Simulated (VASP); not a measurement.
# BP (F-43m) in VASP: a series of runs

Runs on BP. Level: PBE. Tasks: single point.

Everything below comes from runs of VASP 6.6.1. Logs are shortened: lines on timing, memory, paths and dates and some standing lists are left out, and cuts for length are marked.

**1. The cell of the first run**

Symmetry: F-43m, No. 216, cubic system. The conventional cell has a = 4.507 Å, b = 4.507 Å, c = 4.507 Å, α = 90.00°, β = 90.00°, γ = 90.00°. B (site symmetry -43m) has 4 P at 1.95 Å within 2.6 Å. Within 2.6 Å of P (site symmetry -43m) lie 4 B at 1.95 Å.

**2. Single point, PBE (volume 11.447 Å^3 an atom, c/a of the conventional cell 1.0000)**

INCAR

```
SYSTEM = BP
PREC = Accurate
ENCUT = 520
EDIFF = 1E-6
ISMEAR = 0
SIGMA = 0.05
LREAL = .FALSE.
LASPH = .TRUE.
NELM = 60
ALGO = Normal
ISIF = 2
LWAVE = .FALSE.
LCHARG = .FALSE.
GGA = PE
NBANDS = 11
```

KPOINTS

```
Automatic mesh
0
G
  12 12 12
  0 0 0
```

POSCAR

```
BP
1.0
    0.0000000000      2.2537058272      2.2537058272
    2.2537058272      0.0000000000      2.2537058272
    2.2537058272      2.2537058272      0.0000000000
B P
1 1
Direct
    0.0000000000      0.0000000000      0.0000000000
    0.7500000000      0.7500000000      0.7500000000
```

Potentials or basis: VASP PAW PBE potentials, release 64 (B, P).

Launch:

```
cat potpaw_PBE.64/B/POTCAR potpaw_PBE.64/P/POTCAR > POTCAR
mpirun -np 1 vasp_std > vasp.out
```

OUTCAR:

```text
SYSTEM = BP
   PREC = Accurate
   ENCUT = 520
   EDIFF = 1E-6
   ISMEAR = 0
   LREAL = .FALSE.
   LASPH = .TRUE.
   NELM = 60
   ISIF = 2
   GGA = PE

 ion  position               nearest neighbor table
   1  0.000  0.000  0.000-   2 1.95   2 1.95   2 1.95   2 1.95
   2  0.750  0.750  0.750-   1 1.95   1 1.95   1 1.95   1 1.95

  LATTYP: Found a face centered cubic cell.
 ALAT       =     4.5074116544

  Lattice vectors:

 A1 = (   0.0000000000,   2.2537058272,   2.2537058272)
 A2 = (   2.2537058272,   0.0000000000,   2.2537058272)
 A3 = (   2.2537058272,   2.2537058272,   0.0000000000)

Analysis of symmetry for initial positions (statically):
=====================================================================
 Subroutine PRICEL returns:
 Original cell was already a primitive cell.

 Routine SETGRP: Setting up the symmetry group for a
 face centered cubic supercell.

 Subroutine GETGRP returns: Found 24 space group operations
 (whereof 24 operations were pure point group operations)
 out of a pool of 48 trial point group operations.

The static configuration has the point symmetry T_d .

Analysis of symmetry for dynamics (positions and initial velocities):
=====================================================================
 Subroutine PRICEL returns:
 Original cell was already a primitive cell.

 Routine SETGRP: Setting up the symmetry group for a
 face centered cubic supercell.

 Subroutine GETGRP returns: Found 24 space group operations
 (whereof 24 operations were pure point group operations)
 out of a pool of 48 trial point group operations.

The dynamic configuration has the point symmetry T_d .

 Subroutine INISYM returns: Found 24 space group operations
 (whereof 24 operations are pure point group operations),
 and found     1 'primitive' translations

----------------------------------------------------------------------------------------

                                     Primitive cell

  volume of cell :      22.8940

  direct lattice vectors                    reciprocal lattice vectors
     0.000000000  2.253705827  2.253705827    -0.221856816  0.221856816  0.221856816
     2.253705827  0.000000000  2.253705827     0.221856816 -0.221856816  0.221856816
     2.253705827  2.253705827  0.000000000     0.221856816  0.221856816 -0.221856816

  length of vectors
     3.187221346  3.187221346  3.187221346     0.384267278  0.384267278  0.384267278

  position of ions in fractional coordinates (direct lattice)
     0.000000000  0.000000000  0.000000000
     0.750000000  0.750000000  0.750000000

  ion indices of the primitive-cell ions
   primitive index   ion index
                 1           1
                 2           2

----------------------------------------------------------------------------------------

 KPOINTS: Automatic mesh

Automatic generation of k-mesh.
 Grid dimensions read from file:
 generate k-points for:   12   12   12

 Generating k-lattice:

  Cartesian coordinates                     Fractional coordinates (reciprocal lattice)
    -0.018488068  0.018488068  0.018488068     0.083333333  0.000000000  0.000000000
     0.018488068 -0.018488068  0.018488068     0.000000000  0.083333333  0.000000000
     0.018488068  0.018488068 -0.018488068     0.000000000  0.000000000  0.083333333

  Length of vectors
     0.032022273  0.032022273  0.032022273

  Shift w.r.t. Gamma in fractional coordinates (k-lattice)
     0.000000000  0.000000000  0.000000000

 Subroutine IBZKPT returns following result:
 ===========================================

 Found     72 irreducible k-points:

 Following reciprocal coordinates:
            Coordinates               Weight
  0.000000  0.000000  0.000000      1.000000
  0.083333  0.000000  0.000000      8.000000
  0.166667  0.000000  0.000000      8.000000
  0.250000  0.000000  0.000000      8.000000
  0.333333  0.000000  0.000000      8.000000
  0.416667  0.000000  0.000000      8.000000
[... 16 lines left out ...]
  0.500000  0.166667  0.000000     24.000000
 -0.416667  0.166667  0.000000     24.000000
 [... further k-points ...]
   k-points           NKPTS =     72   k-points in BZ     NKDIM =     72   number of bands    NBANDS=     11
   number of dos      NEDOS =    301   number of ions     NIONS =      2
   total plane-waves  NPLWV =  13824
   dimension x,y,z NGX =    24 NGY =   24 NGZ =   24
   dimension x,y,z NGXF=    48 NGYF=   48 NGZF=   48
   ions per type =               1   1
   NGX,Y,Z   is equivalent  to a cutoff of  12.52, 12.52, 12.52 a.u.
   NGXF,Y,Z  is equivalent  to a cutoff of  25.04, 25.04, 25.04 a.u.
 SYSTEM =  BP
   PREC   = accura    normal or accurate (medium, high low for compatibility)
   ISTART =      0    job   : 0-new  1-cont  2-samecut
   ICHARG =      2    charge: 1-file 2-atom 10-const
   ISPIN  =      1    spin polarized calculation?
   LNONCOLLINEAR =      F non collinear calculations
   LSORBIT =      F    spin-orbit coupling
   LASPH  =      T    aspherical Exc in radial PAW
   ENCUT  =  520.0 eV  38.22 Ry    6.18 a.u.   5.93  5.93  5.93*2*pi/ulx,y,z
   NELM   =     60;   NELMIN=  2; NELMDL= -5     # of ELM steps
   EDIFF  = 0.1E-05   stopping-criterion for ELM
   LREAL  =      F    real-space projection
   EDIFFG = 0.1E-04   stopping-criterion for IOM
   NSW    =      0    number of steps for IOM
   IBRION =     -1    ionic relax: 0-MD 1-quasi-New 2-CG
   NFREE  =      0    steps in history (QN), initial steepest desc. (CG)
   ISIF   =      2    stress and relaxation
   ISYM   =      2    0-nonsym 1-usesym 2-fastsym
   POTIM  = 0.5000    time-step for ionic-motion
   TEBEG  =    0.0;   TEEND  =   0.0 temperature during run
   PSTRESS=    0.0 pullay stress
   NELECT =       8.0000    total number of electrons
   NUPDOWN=      -1.0000    fix difference up-down
   EMIN   =  10.00;   EMAX   =-10.00  energy-range for DOS
   EFERMI =   0.00;   METHOD = LEGACY
   ISMEAR =     0;   SIGMA  =   0.05  broadening in eV -4-tet -1-fermi 0-gaus
   EFERMI_NEDOS =   21; number of points for ismear=-14 and -15
   IALGO  =     38    algorithm
   IMIX   =      4    mixing-type and parameters
     AMIX     =   0.40;   BMIX     =  1.00
     AMIX_MAG =   1.60;   BMIX_MAG =  1.00
  volume/ion in A,a.u.               =      11.45        77.25
  Fermi-wavevector in a.u.,A,eV,Ry     =   1.153093  2.179029 18.090620  1.329623
  Thomas-Fermi vector in A             =   2.289739
   LORBIT       =      0    0 simple, 1 ext, 2 COOP (PROOUT), +10 PAW based schemes
   GGA     = PE    functional components
   LHFCALC =     F    Hartree Fock is set to
   AEXX    =    0.0000 exact exchange contribution
   IVDW    =     0    specifies the selected vdW correction
   LEPSILON=     F    determine dielectric tensor
   LRPA    =     F    only Hartree local field effects (RPA)
 non-spin polarized calculation
 Gauss-broadening in eV      SIGMA  =   0.05
  energy-cutoff  :      520.00
  volume of cell :       22.89
 maximum number of plane-waves:       636
   NGX = 11   NGY = 11   NGZ = 11

 number of electron       8.0000001 magnetization

 Free energy of the ion-electron system (eV)
  ---------------------------------------------------
  ext. energy  EPLUGINS =         0.00000000
  ---------------------------------------------------
  free energy    TOTEN  =       -12.92287478 eV

  energy without entropy =      -12.92287478  energy(sigma->0) =      -12.92287478

 E-fermi :   7.9404     XC(G=0): -10.9949

 val. band max:        7.6744367283   @ k =   0.0000   0.0000   0.0000
 cond. band min:       8.8797707729   @ k =   0.4167   0.4167   0.0000
 fundamental gap:      1.2053340446
 Fermi energy:         7.9404440045

 k-point     1 :       0.0000    0.0000    0.0000
  band No.  band energies     occupation
      1      -7.9681      2.00000
      2       7.6744      2.00000
      3       7.6744      2.00000
      4       7.6744      2.00000
      5      11.1059      0.00000
      6      11.1059      0.00000
      7      11.1059      0.00000
      8      15.3597      0.00000
      9      19.3259      0.00000
     10      19.8615      0.00000
     11      19.8615      0.00000

 k-point     2 :       0.0833    0.0000    0.0000
  band No.  band energies     occupation
      1      -7.8408      2.00000
      2       6.7030      2.00000
      3       7.4567      2.00000
      4       7.4567      2.00000
      5      11.4071      0.00000
      6      11.4071      0.00000
      7      11.4735      0.00000
      8      15.7125      0.00000
      9      19.3260      0.00000
     10      19.3260      0.00000
     11      19.7407      0.00000

 k-point     3 :       0.1667    0.0000    0.0000
  band No.  band energies     occupation
      1      -7.4618      2.00000
      2       4.8038      2.00000
      3       6.9983      2.00000
      4       6.9983      2.00000
      5      11.7714      0.00000
      6      12.0252      0.00000
      7      12.0252      0.00000
      8      16.5878      0.00000
      9      18.6535      0.00000
     10      18.6535      0.00000
     11      20.5854      0.00000

 k-point     4 :       0.2500    0.0000    0.0000
  band No.  band energies     occupation
      1      -6.8431      2.00000
      2       2.7661      2.00000
      3       6.5400      2.00000
      4       6.5400      2.00000
      5      11.7759      0.00000
      6      12.4806      0.00000
      7      12.4806      0.00000
      8      17.4718      0.00000
      9      18.6829      0.00000
     10      18.6829      0.00000
     11      20.8865      0.00000
[... 239 lines left out ...]
 k-point    22 :       0.4167    0.1667    0.0000
  band No.  band energies     occupation
      1      -5.2805      2.00000
      2       0.5624      2.00000
      3       4.5328      2.00000
      4       4.9755      2.00000
      5      10.8330      0.00000
      6      14.2322      0.00000
      7      14.5278      0.00000
      8      15.0988      0.00000
      9      20.7667      0.00000
     10      22.4393      0.00000
     11      23.2994      0.00000

 k-point    23 :       0.5000    0.1667    0.0000
  band No.  band energies     occupation
      1      -4.4165      2.00000
      2      -0.7881      2.00000
      3       4.0440      2.00000
      4       5.0532      2.00000
      5      10.9730      0.00000
      6      14.1493      0.00000
      7      14.1786      0.00000
      8      16.7238      0.00000
      9      20.3659      0.00000
     10      22.4554      0.00000
     11      23.9981      0.00000

 k-point    24 :      -0.4167    0.1667    0.0000
  band No.  band energies     occupation
      1      -4.2341      2.00000
      2      -1.0348      2.00000
      3       3.7149      2.00000
      4       5.3211      2.00000
      5      11.2395      0.00000
      6      13.8406      0.00000
      7      14.0912      0.00000
      8      18.2184      0.00000
      9      19.7575      0.00000
     10      20.5818      0.00000
     11      23.9522      0.00000

 [... further k-points ...]
[... 5 lines left out ...]
  --------------------------------------------------------------------------------------
  -------------------------------------------------------------------------------------
  Total        0.6249852      0.6249852      0.6249852      0.0000000      0.0000000      0.0000000
  in kB       43.7379744     43.7379744     43.7379744      0.0000000      0.0000000      0.0000000
  external PRESSURE =      43.7379744 kB  Pullay stress =       0.0000000 kB

 VOLUME and BASIS-vectors are now :
 -----------------------------------------------------------------------------
  energy-cutoff  :      520.00
  volume of cell :       22.89
      direct lattice vectors                 reciprocal lattice vectors
     0.000000000  2.253705827  2.253705827    -0.221856816  0.221856816  0.221856816
     2.253705827  0.000000000  2.253705827     0.221856816 -0.221856816  0.221856816
     2.253705827  2.253705827  0.000000000     0.221856816  0.221856816 -0.221856816

 POSITION                                       TOTAL-FORCE (eV/Angst)
 -----------------------------------------------------------------------------------
      0.00000      0.00000      0.00000         0.000000      0.000000      0.000000
      3.38056      3.38056      3.38056        -0.000000     -0.000000     -0.000000
 -----------------------------------------------------------------------------------
    total drift:                               -0.000000     -0.000000     -0.000000

  FREE ENERGIE OF THE ION-ELECTRON SYSTEM (eV)
  ---------------------------------------------------
  free  energy   TOTEN  =       -12.9228747760 eV

  energy  without entropy=      -12.9228747760  energy(sigma->0) =      -12.92287478
```

It took 13 s on 1 thread of Intel Xeon 8259CL, shared host; peak memory 0.14 GiB.

Results:

- Free energy: -12.9229 eV
- Pressure: 4.4 GPa
- Band gap on the k mesh: 1.21 eV, indirect (least direct gap 3.43 eV)

 A k mesh can miss the band edges.

**3. Single point, PBE (volume 12.075 Å^3 an atom, c/a of the conventional cell 1.0000)**

INCAR

```
SYSTEM = BP
PREC = Accurate
ENCUT = 520
EDIFF = 1E-6
ISMEAR = 0
SIGMA = 0.05
LREAL = .FALSE.
LASPH = .TRUE.
NELM = 80
ALGO = Normal
ISIF = 2
LWAVE = .FALSE.
LCHARG = .TRUE.
GGA = PE
LELF = .TRUE.
LVHAR = .TRUE.
NBANDS = 11
```

KPOINTS

```
regular mesh
0
G
  12 12 12
  0 0 0
```

POSCAR

```
BP
1.0
    0.0000000000      2.2941882254      2.2941882254
    2.2941882254      0.0000000000      2.2941882254
    2.2941882254      2.2941882254      0.0000000000
B P
1 1
Direct
    0.0000000000      0.0000000000      0.0000000000
    0.7500000000      0.7500000000      0.7500000000
```

Potentials or basis: VASP PAW PBE potentials, release 64 (B, P).

Launch:

```
cat potpaw_PBE.64/B/POTCAR potpaw_PBE.64/P/POTCAR > POTCAR
mpirun -np 1 vasp_std > vasp.out
```

Run time: 16 s. Hardware: 1 thread of Intel Xeon 8259CL, shared host; peak memory 0.14 GiB.

Results (log left out):

```yaml
Free_energy: -12.9225 eV
Pressure: -4.2 GPa
Band_gap_on_the_k_mesh: 1.28 eV, indirect (least direct gap 3.35 eV)
```

Levels at points of the mesh, in eV from the valence-band top:
```
           k point  band 1  band 2  band 3  band 4  band 5  band 6  band 7  band 8  band 9
(0.00, 0.00, 0.00)  -15.17    0.00    0.00    0.00    3.35    3.35    3.35    6.88   11.29
(0.50, 0.00, 0.00)  -11.97   -8.80   -1.72   -1.72    3.59    4.69    4.69   10.01   14.41
(0.50, 0.50, 0.00)  -10.49   -8.41   -3.99   -3.99    1.40    1.69   11.82   11.82   14.84
```

**4. Single point, PBE (volume 12.388 Å^3 an atom, c/a of the conventional cell 1.0000)**

INCAR

```
  PREC = Accurate
  ENCUT = 520
  EDIFF = 1E-6
  ISMEAR = 0
  SIGMA = 0.05
  LREAL = False
  LASPH = True
  NELM = 60
  ALGO = Normal
  ISIF = 2
  LWAVE = False
  LCHARG = True
  GGA = PE
  LELF = True
  LVHAR = True
  NBANDS = 11
```

KPOINTS

```
Automatic mesh
0
Gamma
  12 12 12
```

POSCAR

```
BP
1.0
    0.0000000000      2.3138421719      2.3138421719
    2.3138421719      0.0000000000      2.3138421719
    2.3138421719      2.3138421719      0.0000000000
B P
1 1
Direct
    0.0000000000      0.0000000000      0.0000000000
    0.7500000000      0.7500000000      0.7500000000
```

Potentials or basis: VASP PAW PBE potentials, release 64 (B, P).

Launch:

```
cat potpaw_PBE.64/B/POTCAR potpaw_PBE.64/P/POTCAR > POTCAR
mpirun -np 1 vasp_std > vasp.out
```

OUTCAR:

```text
PREC = Accurate
   ENCUT = 520
   EDIFF = 1E-6
   ISMEAR = 0
   LREAL = False
   LASPH = True
   NELM = 60
   ISIF = 2
   GGA = PE

 ion  position               nearest neighbor table
   1  0.000  0.000  0.000-   2 2.00   2 2.00   2 2.00   2 2.00
   2  0.750  0.750  0.750-   1 2.00   1 2.00   1 2.00   1 2.00

  LATTYP: Found a face centered cubic cell.
 ALAT       =     4.6276843438

  Lattice vectors:

 A1 = (   0.0000000000,   2.3138421719,   2.3138421719)
 A2 = (   2.3138421719,   0.0000000000,   2.3138421719)
[... 513 lines left out ...]
      7      12.7452      0.00000
      8      16.7662      0.00000
      9      18.3510      0.00000
     10      19.2916      0.00000
     11      22.4200      0.00000

 [... further k-points ...]
[... 5 lines left out ...]
  --------------------------------------------------------------------------------------
  -------------------------------------------------------------------------------------
  Total       -1.2046394     -1.2046394     -1.2046394      0.0000000      0.0000000     -0.0000000
  in kB      -77.8998206    -77.8998206    -77.8998206      0.0000000      0.0000000     -0.0000000
  external PRESSURE =     -77.8998206 kB  Pullay stress =       0.0000000 kB

 VOLUME and BASIS-vectors are now :
 -----------------------------------------------------------------------------
  energy-cutoff  :      520.00
  volume of cell :       24.78
      direct lattice vectors                 reciprocal lattice vectors
     0.000000000  2.313842172  2.313842172    -0.216090797  0.216090797  0.216090797
     2.313842172  0.000000000  2.313842172     0.216090797 -0.216090797  0.216090797
     2.313842172  2.313842172  0.000000000     0.216090797  0.216090797 -0.216090797

 POSITION                                       TOTAL-FORCE (eV/Angst)
 -----------------------------------------------------------------------------------
      0.00000      0.00000      0.00000        -0.000000     -0.000000     -0.000000
      3.47076      3.47076      3.47076         0.000000      0.000000      0.000000
 -----------------------------------------------------------------------------------
    total drift:                               -0.000000     -0.000000     -0.000000

  FREE ENERGIE OF THE ION-ELECTRON SYSTEM (eV)
  ---------------------------------------------------
  free  energy   TOTEN  =       -12.8991592437 eV

  energy  without entropy=      -12.8991592437  energy(sigma->0) =      -12.89915924
```

stdout:

```text
POSCAR found type information on POSCAR B P
 POSCAR found :  2 types and       2 ions
 scaLAPACK will be used
 LDA part: xc-table for (Slater+PW92), standard interpolation
 POSCAR, INCAR and KPOINTS ok, starting setup
 FFT: planning ... GRIDC
 FFT: planning ... GRID_SOFT
 FFT: planning ... GRID
 WAVECAR not read
 entering main loop
```

Wall time 16 s (1 thread of Intel Xeon 8259CL, shared host); peak memory 0.14 GiB.

What came out:

* Free energy: -12.8992 eV
* Pressure: -7.8 GPa
* Band gap on the k mesh: 1.32 eV, indirect (least direct gap 3.32 eV)

Levels at points of the mesh, in eV from the valence-band top:
```csv
k point,band 1,band 2,band 3,band 4,band 5,band 6,band 7,band 8
"(0.00, 0.00, 0.00)",-14.95,0.00,0.00,0.00,3.32,3.32,3.32,6.50
"(0.50, 0.00, 0.00)",-11.84,-8.62,-1.68,-1.68,3.44,4.68,4.68,9.92
"(0.50, 0.50, 0.00)",-10.40,-8.28,-3.90,-3.90,1.44,1.72,11.58,11.58
```

 A k mesh can miss the band edges.

**5. Overview**

| cell | gap on the mesh (eV) | pressure (GPa) |
| --- | --- | --- |
| a = 3.187 Å, angles 60.0°, 2 atoms | 1.21 | 4.4 |
| a = 3.244 Å, angles 60.0°, 2 atoms | 1.28 | -4.2 |
| a = 3.272 Å, angles 60.0°, 2 atoms | 1.32 | -7.8 |

Alike in all rows: task single point; level PBE; potentials or basis VASP PAW PBE potentials, release 64 (B, P); no spin polarisation; k mesh 12 × 12 × 12; cutoff (eV) 520; smearing gaussian 0.05 eV.

Total energies depend on the potentials used, so only differences within one code and one set of settings carry meaning.
